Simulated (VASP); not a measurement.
# Au (P6_3/mmc) in VASP: notebook

The runs below take Au through single point, relaxation of cell and atoms, with PBE+D3(BJ).

Program: VASP 6.6.1. These are calculated values, not measurements. Logs are shortened: lines on timing, memory, paths and dates and some standing lists are left out, and cuts for length are marked.

### 1 The cell of the first run

It takes space group P6_3/mmc (No. 194, hexagonal). The conventional cell has a = 2.882 Å, b = 2.882 Å, c = 4.806 Å, α = 90.00°, β = 90.00°, γ = 120.00°. Within 3.8 Å of Au (site symmetry -6m2) lie 12 Au at 2.88 to 2.92 Å.

This isn't the form of Au at room conditions, which is fcc.

### 2 Single point, PBE+D3(BJ)

INCAR

```
SYSTEM = Au
  PREC = Accurate
  ENCUT = 520
  EDIFF = 1E-7
  ISMEAR = 0
  SIGMA = 0.1
  LREAL = .FALSE.
  LASPH = .TRUE.
  NELM = 60
  ALGO = Fast
  ISIF = 2
  LWAVE = .FALSE.
  LCHARG = .TRUE.
  GGA = PE
  IVDW = 12
  LELF = .TRUE.
  LVHAR = .TRUE.
  NBANDS = 18
```

KPOINTS

```
Automatic mesh
0
G
  18 18 10
  0 0 0
```

POSCAR

```
Au
1.0
    2.8821710693      0.0000000000      0.0000000000
   -1.4410855347      2.4960333641      0.0000000000
    0.0000000000      0.0000000000      4.8057048046
Au
2
Direct
    0.3333333333      0.6666666667      0.7500000000
    0.6666666667      0.3333333333      0.2500000000
```

Potentials or basis: VASP PAW PBE potentials, release 64 (Au).

Started as:

```
> cat potpaw_PBE.64/Au/POTCAR > POTCAR
> mpirun -np 1 vasp_std > vasp.out
```

OUTCAR:

```text
SYSTEM = Au
   PREC = Accurate
   ENCUT = 520
   EDIFF = 1E-7
   ISMEAR = 0
   LREAL = .FALSE.
   LASPH = .TRUE.
   NELM = 60
   ISIF = 2
   GGA = PE
   IVDW = 12
 IVDW          = 12

 ion  position               nearest neighbor table
   1  0.333  0.667  0.750-   2 2.92   2 2.92   2 2.92   2 2.92   2 2.92   2 2.92
   2  0.667  0.333  0.250-   1 2.92   1 2.92   1 2.92   1 2.92   1 2.92   1 2.92

  LATTYP: Found a hexagonal cell.
 ALAT       =     2.8821710693
 C/A-ratio  =     1.6673905501

  Lattice vectors:

 A1 = (   2.8821710693,   0.0000000000,   0.0000000000)
 A2 = (  -1.4410855347,   2.4960333641,   0.0000000000)
 A3 = (   0.0000000000,   0.0000000000,   4.8057048046)

Analysis of symmetry for initial positions (statically):
=====================================================================
 Subroutine PRICEL returns:
 Original cell was already a primitive cell.

 Routine SETGRP: Setting up the symmetry group for a
 hexagonal supercell.

 Subroutine GETGRP returns: Found 24 space group operations
 (whereof 12 operations were pure point group operations)
 out of a pool of 24 trial point group operations.

The static configuration has the point symmetry D_3d.
 The point group associated with its full space group is D_6h.

Analysis of symmetry for dynamics (positions and initial velocities):
=====================================================================
 Subroutine PRICEL returns:
 Original cell was already a primitive cell.

 Routine SETGRP: Setting up the symmetry group for a
 hexagonal supercell.

 Subroutine GETGRP returns: Found 24 space group operations
 (whereof 12 operations were pure point group operations)
 out of a pool of 24 trial point group operations.

The dynamic configuration has the point symmetry D_3d.
 The point group associated with its full space group is D_6h.

 Subroutine INISYM returns: Found 24 space group operations
 (whereof 12 operations are pure point group operations),
 and found     1 'primitive' translations

----------------------------------------------------------------------------------------

                                     Primitive cell

  volume of cell :      34.5722

  direct lattice vectors                    reciprocal lattice vectors
     2.882171069  0.000000000  0.000000000     0.346960668  0.200317835  0.000000000
    -1.441085535  2.496033364  0.000000000     0.000000000  0.400635670  0.000000000
     0.000000000  0.000000000  4.805704805     0.000000000  0.000000000  0.208086023

  length of vectors
     2.882171069  2.882171069  4.805704805     0.400635670  0.400635670  0.208086023

  position of ions in fractional coordinates (direct lattice)
     0.333333333  0.666666667  0.750000000
     0.666666667  0.333333333  0.250000000

  ion indices of the primitive-cell ions
   primitive index   ion index
                 1           1
                 2           2

----------------------------------------------------------------------------------------

 KPOINTS: Automatic mesh

Automatic generation of k-mesh.
 Grid dimensions read from file:
 generate k-points for:   18   18   10

 Generating k-lattice:

  Cartesian coordinates                     Fractional coordinates (reciprocal lattice)
     0.019275593  0.011128769  0.000000000     0.055555556  0.000000000  0.000000000
     0.000000000  0.022257537  0.000000000     0.000000000  0.055555556  0.000000000
     0.000000000  0.000000000  0.020808602     0.000000000  0.000000000  0.100000000

  Length of vectors
     0.022257537  0.022257537  0.020808602

  Shift w.r.t. Gamma in fractional coordinates (k-lattice)
     0.000000000  0.000000000  0.000000000

 Subroutine IBZKPT returns following result:
 ===========================================

 Found    222 irreducible k-points:

 Following reciprocal coordinates:
            Coordinates               Weight
  0.000000  0.000000  0.000000      1.000000
  0.055556  0.000000  0.000000      6.000000
  0.111111  0.000000  0.000000      6.000000
  0.166667  0.000000  0.000000      6.000000
  0.222222  0.000000  0.000000      6.000000
  0.277778  0.000000  0.000000      6.000000
[... 16 lines left out ...]
  0.333333  0.111111  0.000000     12.000000
  0.388889  0.111111  0.000000     12.000000
 [... further k-points ...]
   k-points           NKPTS =    222   k-points in BZ     NKDIM =    222   number of bands    NBANDS=     18
   number of dos      NEDOS =    301   number of ions     NIONS =      2
   total plane-waves  NPLWV =  20736
   dimension x,y,z NGX =    24 NGY =   24 NGZ =   36
   dimension x,y,z NGXF=    48 NGYF=   48 NGZF=   72
   ions per type =               2
   NGX,Y,Z   is equivalent  to a cutoff of  13.84, 13.84, 12.45 a.u.
   NGXF,Y,Z  is equivalent  to a cutoff of  27.69, 27.69, 24.91 a.u.
 SYSTEM =  Au
   PREC   = accura    normal or accurate (medium, high low for compatibility)
   ISTART =      0    job   : 0-new  1-cont  2-samecut
   ICHARG =      2    charge: 1-file 2-atom 10-const
   ISPIN  =      1    spin polarized calculation?
   LNONCOLLINEAR =      F non collinear calculations
   LSORBIT =      F    spin-orbit coupling
   LASPH  =      T    aspherical Exc in radial PAW
   ENCUT  =  520.0 eV  38.22 Ry    6.18 a.u.   5.36  5.36  8.94*2*pi/ulx,y,z
   NELM   =     60;   NELMIN=  2; NELMDL= -5     # of ELM steps
   EDIFF  = 0.1E-06   stopping-criterion for ELM
   LREAL  =      F    real-space projection
   EDIFFG = 0.1E-05   stopping-criterion for IOM
   NSW    =      0    number of steps for IOM
   IBRION =     -1    ionic relax: 0-MD 1-quasi-New 2-CG
   NFREE  =      0    steps in history (QN), initial steepest desc. (CG)
   ISIF   =      2    stress and relaxation
   ISYM   =      2    0-nonsym 1-usesym 2-fastsym
   POTIM  = 0.5000    time-step for ionic-motion
   TEBEG  =    0.0;   TEEND  =   0.0 temperature during run
   PSTRESS=    0.0 pullay stress
   NELECT =      22.0000    total number of electrons
   NUPDOWN=      -1.0000    fix difference up-down
   EMIN   =  10.00;   EMAX   =-10.00  energy-range for DOS
   EFERMI =   0.00;   METHOD = LEGACY
   ISMEAR =     0;   SIGMA  =   0.10  broadening in eV -4-tet -1-fermi 0-gaus
   EFERMI_NEDOS =   21; number of points for ismear=-14 and -15
   IALGO  =     68    algorithm
   IMIX   =      4    mixing-type and parameters
     AMIX     =   0.40;   BMIX     =  1.00
     AMIX_MAG =   1.60;   BMIX_MAG =  1.00
  volume/ion in A,a.u.               =      17.29       116.65
  Fermi-wavevector in a.u.,A,eV,Ry     =   1.408121  2.660963 26.977697  1.982805
  Thomas-Fermi vector in A             =   2.530311
   LORBIT       =      0    0 simple, 1 ext, 2 COOP (PROOUT), +10 PAW based schemes
   GGA     = PE    functional components
   LHFCALC =     F    Hartree Fock is set to
   AEXX    =    0.0000 exact exchange contribution
   IVDW    =    12    specifies the selected vdW correction
   LEPSILON=     F    determine dielectric tensor
   LRPA    =     F    only Hartree local field effects (RPA)
 non-spin polarized calculation
 RMM-DIIS sequential band-by-band and
 Gauss-broadening in eV      SIGMA  =   0.10
  energy-cutoff  :      520.00
  volume of cell :       34.57
 maximum number of plane-waves:       953
 NGX is ok and might be reduce to    24
   NGX = 11   NGY = 11   NGZ = 17

 number of electron      22.0000006 magnetization

 Free energy of the ion-electron system (eV)
  ---------------------------------------------------
  ext. energy  EPLUGINS =         0.00000000
  ---------------------------------------------------
  free energy    TOTEN  =        -6.39965695 eV

  energy without entropy =       -6.39499915  energy(sigma->0) =       -6.39732805

 E-fermi :   9.1961     XC(G=0): -12.6312

 val. band max:        9.1634860891   @ k =   0.2778   0.2222   0.2000
 cond. band min:       9.2008415993   @ k =   0.3889   0.0000   0.4000
 fundamental gap:      0.0373555102
 Fermi energy:         9.1960859955

 k-point     1 :       0.0000    0.0000    0.0000
  band No.  band energies     occupation
      1      -0.4684      2.00000
      2       1.9880      2.00000
      3       4.4861      2.00000
      4       4.7257      2.00000
      5       4.7257      2.00000
      6       5.0387      2.00000
[... 10 lines left out ...]
     17      27.5024      0.00000
     18      27.5024      0.00000

 k-point     2 :       0.0556    0.0000    0.0000
  band No.  band energies     occupation
      1      -0.3718      2.00000
      2       2.0676      2.00000
      3       4.4416      2.00000
      4       4.7631      2.00000
      5       4.7896      2.00000
      6       5.0042      2.00000
[... 10 lines left out ...]
     17      26.9505      0.00000
     18      27.0576      0.00000

 k-point     3 :       0.1111    0.0000    0.0000
  band No.  band energies     occupation
      1      -0.0882      2.00000
      2       2.2910      2.00000
      3       4.3224      2.00000
      4       4.8325      2.00000
      5       4.9605      2.00000
      6       4.9777      2.00000
[... 10 lines left out ...]
     17      25.8210      0.00000
     18      27.1414      0.00000

 k-point     4 :       0.1667    0.0000    0.0000
  band No.  band energies     occupation
      1       0.3615      2.00000
      2       2.6006      2.00000
      3       4.1881      2.00000
      4       4.7294      2.00000
      5       4.8838      2.00000
      6       5.1514      2.00000
[... 375 lines left out ...]
      4       4.3008      2.00000
      5       4.6851      2.00000
      6       4.8297      2.00000
[... 10 lines left out ...]
     17      23.1151      0.00000
     18      24.8371      0.00000

 k-point    23 :       0.3333    0.1111    0.0000
  band No.  band energies     occupation
      1       2.6222      2.00000
      2       2.8847      2.00000
      3       3.2533      2.00000
      4       4.6338      2.00000
      5       4.6776      2.00000
      6       5.0643      2.00000
[... 10 lines left out ...]
     17      22.1779      0.00000
     18      24.2123      0.00000

 k-point    24 :       0.3889    0.1111    0.0000
  band No.  band energies     occupation
      1       2.7331      2.00000
      2       2.7883      2.00000
      3       3.1016      2.00000
      4       4.6243      2.00000
      5       4.9426      2.00000
      6       5.0400      2.00000
[... 10 lines left out ...]
     17      21.3556      0.00000
     18      23.8419      0.00000

 [... further k-points ...]

------------------------ aborting loop because EDIFF is reached ----------------------------------------

 Edisp (eV)   -1.31130

 E8    (eV) :    -0.5892

  FORCE on cell =-STRESS in cart. coord.  units (eV):
  Direction    XX          YY          ZZ          XY          YZ          ZX
  --------------------------------------------------------------------------------------
  -------------------------------------------------------------------------------------
  Total      -0.04208    -0.04208    -0.04987     0.00000     0.00000     0.00000
  in kB      -1.95029    -1.95029    -2.31090     0.00000     0.00000     0.00000
  external pressure =       -2.07 kB  Pullay stress =        0.00 kB

 VOLUME and BASIS-vectors are now :
 -----------------------------------------------------------------------------
  energy-cutoff  :      520.00
  volume of cell :       34.57
      direct lattice vectors                 reciprocal lattice vectors
     2.882171069  0.000000000  0.000000000     0.346960668  0.200317835  0.000000000
    -1.441085535  2.496033364  0.000000000     0.000000000  0.400635670  0.000000000
     0.000000000  0.000000000  4.805704805     0.000000000  0.000000000  0.208086023

 POSITION                                       TOTAL-FORCE (eV/Angst)
 -----------------------------------------------------------------------------------
     -0.00000      1.66402      3.60428        -0.000000     -0.000000      0.000000
      1.44109      0.83201      1.20143         0.000000      0.000000      0.000000
 -----------------------------------------------------------------------------------
    total drift:                               -0.000000      0.000000     -0.000000

  FREE ENERGIE OF THE ION-ELECTRON SYSTEM (eV)
  ---------------------------------------------------
  free  energy   TOTEN  =        -7.7109594476 eV

  energy  without entropy=       -7.7063016433  energy(sigma->0) =       -7.70863055
```

It took 2.3 min on 1 thread of Intel Xeon 8259CL, shared host; peak memory 0.25 GiB.

What came out:

```
Free energy                : -7.7110 eV
Pressure                   : -0.2 GPa
Band gap on the k mesh     : zero (bands 11 and 12 overlap by 6.87 eV)
Dispersion energy per atom : -0.656 eV
```

Caveat: spin-orbit coupling is left out, which moves the levels of the heavy elements.

### 3 Relaxation of cell and atoms, PBE+D3(BJ)

This run uses another cell than the first one, of 18.02 Å³/atom.

INCAR

```
PREC = Accurate
ENCUT = 600
EDIFF = 1E-6
ISMEAR = 0
SIGMA = 0.1
LREAL = False
LASPH = True
NELM = 60
ALGO = Fast
ISIF = 3
LWAVE = False
LCHARG = False
GGA = PE
IVDW = 12
IBRION = 2
NSW = 70
EDIFFG = -0.005
```

KPOINTS

```
Automatic mesh
0
Gamma
  18 18 10
```

POSCAR

```
Au
1.0
    2.9169619562      0.0000000000      0.0000000000
   -1.4584809781      2.5261631559      0.0000000000
    0.0000000000      0.0000000000      4.8900307706
Au
2
Direct
    0.3333333333      0.6666666667      0.7500000000
    0.6666666667      0.3333333333      0.2500000000
```

Potentials or basis: VASP PAW PBE potentials, release 64 (Au).

Started as:

```
> cat potpaw_PBE.64/Au/POTCAR > POTCAR
> mpirun -np 1 vasp_std > vasp.out
```

Run time: 13 min. Hardware: 1 thread of Intel Xeon 8259CL, shared host; peak memory 0.29 GiB.

The run converged. Its results:

```
Free energy                           : -7.7111 eV
Relaxed volume                        : 17.26 Å³/atom
Relaxed cell                          : a = 2.881 Å, b = 2.881 Å, c = 4.802 Å, α = 90.00°, β = 90.00°, γ = 120.00°
Space group after relaxing (to 0.1 Å) : P6_3/mmc (No. 194)
Energy gained by relaxing             : 14.5 meV/atom
Ionic steps                           : 16
Pressure after relaxing               : 0.0 GPa
Band gap on the k mesh                : zero (bands 11 and 12 overlap by 6.88 eV)
Dispersion energy per atom            : -0.656 eV
```

The path:
| step | energy change (eV) | largest force (eV/Å) | pressure (GPa) | volume (Å³) |
| --- | --- | --- | --- | --- |
| 1 | 0.0000 | 0.0000 | -5.90 | 36.03 |
| 2 | 0.0275 | 0.0000 | 10.32 | 32.68 |
| 3 | -0.0288 | 0.0000 | -0.19 | 34.56 |
| 4 | -0.0288 | 0.0000 | 0.10 | 34.53 |
| 5 | -0.0289 | 0.0000 | -0.18 | 34.57 |
| 6 | -0.0289 | 0.0000 | -0.15 | 34.58 |
| 7 | -0.0289 | 0.0000 | -0.27 | 34.60 |
| 8 | -0.0290 | 0.0000 | -0.23 | 34.59 |
| 9 | -0.0290 | 0.0000 | -0.02 | 34.55 |
| 10 | -0.0290 | 0.0000 | -0.12 | 34.56 |
| 11 | -0.0290 | 0.0000 | -0.09 | 34.56 |
| 12 | -0.0290 | 0.0000 | -0.09 | 34.56 |
| 13 | -0.0290 | 0.0000 | -0.10 | 34.56 |
| 14 | -0.0290 | 0.0000 | -0.10 | 34.56 |
| 15 | -0.0290 | 0.0000 | -0.06 | 34.54 |
| 16 | -0.0290 | 0.0000 | 0.01 | 34.53 |

Final structure:
```cif
data_structure
_symmetry_space_group_name_H-M 'P 1'
_symmetry_Int_Tables_number 1
_cell_length_a 2.8814
_cell_length_b 2.8814
_cell_length_c 4.8023
_cell_angle_alpha 90.000
_cell_angle_beta 90.000
_cell_angle_gamma 120.000
_cell_volume 34.53
loop_
_atom_site_label
_atom_site_type_symbol
_atom_site_fract_x
_atom_site_fract_y
_atom_site_fract_z
_atom_site_occupancy
Au1 Au 0.33333 0.66667 0.75000 1
Au2 Au 0.66667 0.33333 0.25000 1
```

Levels at points of the mesh, in eV from the Fermi level:
```
           k point  band 9  band 10  band 11  band 12  band 13  band 14
(0.00, 0.00, 0.00)   -3.53    -2.15    -2.15    -1.00     2.75    14.59
(0.50, 0.00, 0.00)   -1.87    -1.68     0.38     1.55     5.82     7.33
(0.00, 0.00, 0.50)   -2.61    -2.61    -2.61    -2.61    10.75    10.75
(0.50, 0.00, 0.50)   -1.75    -1.75     0.51     0.51     3.93     3.93
```

Caveat: spin-orbit coupling is left out, which moves the levels of the heavy elements.
